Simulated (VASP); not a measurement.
Input of a VASP 6.6.1 run:

File INCAR:

```
PREC = Accurate
ENCUT = 520
EDIFF = 1E-6
ISMEAR = 0
SIGMA = 0.1
LREAL = False
LASPH = True
NELM = 80
ALGO = Normal
ISIF = 2
LWAVE = False
LCHARG = True
GGA = PS
LELF = True
LVHAR = True
NBANDS = 38
```

File KPOINTS:

```
Automatic mesh
0
Gamma
  8 10 6
```

Contents of POSCAR:

```
SiNi
1.0
    5.0878282774      0.0000000000      0.0000000000
    0.0000000000      3.3577714708      0.0000000000
    0.0000000000      0.0000000000      5.5278302189
Si Ni
4 4
Direct
    0.3214276645      0.7500000000      0.0865554830
    0.1785723355      0.2500000000      0.5865554830
    0.8214276645      0.7500000000      0.4134445170
    0.6785723355      0.2500000000      0.9134445170
    0.0093007301      0.2500000000      0.1873863657
    0.4906992699      0.7500000000      0.6873863657
    0.5093007301      0.2500000000      0.3126136343
    0.9906992699      0.7500000000      0.8126136343
```

Potentials or basis: VASP PAW PBE potentials, release 64 (Si, Ni).

Launch:

```console
$ cat potpaw_PBE.64/Si/POTCAR potpaw_PBE.64/Ni/POTCAR > POTCAR
$ mpirun -np 1 vasp_std > vasp.out
```

Problem. Predict the largest force.

Solution. 0.017 eV/Å.

Problem. Estimate the band gap on the k mesh.

Solution. Zero (band 28 reaches 11.82 eV, above the bottom of band 29 at 9.93 eV).

Problem. Estimate the pressure.

Solution. 0.2 GPa.

Forces on the atoms (eV/Å):
```
Si  -0.001  0.000  0.001
Si   0.001  0.000  0.001
Si  -0.001  0.000 -0.001
Si   0.001  0.000 -0.001
Ni   0.016  0.000 -0.005
Ni  -0.016  0.000 -0.005
Ni   0.016  0.000  0.005
Ni  -0.016  0.000  0.005
```

Caveat: the PAW data sets were made with another functional, which shifts forces and pressure a little. Spin polarisation is off, so any magnetic state and its effect on volume and gap are missing.
